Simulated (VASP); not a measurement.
## Pb: single point with RPBE

The system is Pb.

```xyz
1
Lattice="0.0000 2.5489 2.5489 2.5489 0.0000 2.5489 2.5489 2.5489 0.0000" Properties=species:S:1:pos:R:3 pbc="T T T"
Pb    0.0000    0.0000    0.0000
```

- Program: VASP 6.6.1
- Task: single point
- Functional: RPBE
- Potentials or basis: VASP PAW PBE potentials, release 64 (Pb_d)
- Cutoff: 520 eV
- k mesh: 9 × 9 × 9
- Occupations: fermi-dirac, width 0.05 eV
- Spin: no spin polarisation
- Dipole correction: no
- Further INCAR settings: ALGO = Fast; EDIFF = 1e-06; NBANDS = 13

```yaml
Pressure: 0.0 GPa
Band_gap_on_the_k_mesh: zero (band 7 reaches 13.23 eV, above the bottom of band 8 at 5.10 eV)
```

Levels at points of the mesh, in eV from the Fermi level:
```csv
k point,band 4,band 5,band 6,band 7,band 8,band 9,band 10,band 11
"(0.00, 0.00, 0.00)",-16.88,-16.88,-11.07,6.88,6.88,6.88,9.77,10.31
```

Wall time 8.4 s on 1 thread of Intel Xeon 6975P-C, with other jobs on the host, peak memory 0.16 GiB.

Caveat: the PAW data sets were made with another functional, which shifts forces and pressure a little; spin-orbit coupling is left out, which moves the levels of the heavy elements.
